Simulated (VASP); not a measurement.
The system is Ag.

```xyz
1
Lattice="-1.6474 1.6557 1.6557 1.6474 -1.6557 1.6557 1.6474 1.6557 -1.6557" Properties=species:S:1:pos:R:3 pbc="T T T"
Ag    0.0000    0.0000    0.0000
```

This cell differs from its parent crystal: strain -0.0050 x Voigt [1, 0, 0, 0, 0, 0].

Base run:

| Property | Result |
| --- | --- |
| Program | VASP 6.6.1 |
| Functional | r2SCAN |
| Potentials or basis | VASP PAW PBE potentials, release 64 (Ag) |
| Cutoff | 520 eV |
| k mesh | 20 × 20 × 20 |
| Occupations | gaussian, width 0.15 eV |
| Spin | no spin polarisation |

Its results: band gap on the k mesh zero (an odd number of electrons rules out a gap without spin polarisation); pressure -3.1 GPa.

Task: The run is repeated on the same cell with these changes: functional from r2SCAN to PBE; further incar settings from ALGO = Normal; EDIFF = 1e-06; NBANDS = 12 to ALGO = Fast; EDIFF = 1e-07; NBANDS = 12. What comes out?

Result: Band gap on the k mesh zero (an odd number of electrons rules out a gap without spin polarisation); pressure -0.3 GPa.

Caveats: the cell stands under tension (at least some runs); the PAW data sets were made with another functional, which shifts forces and pressure a little (at least some runs).
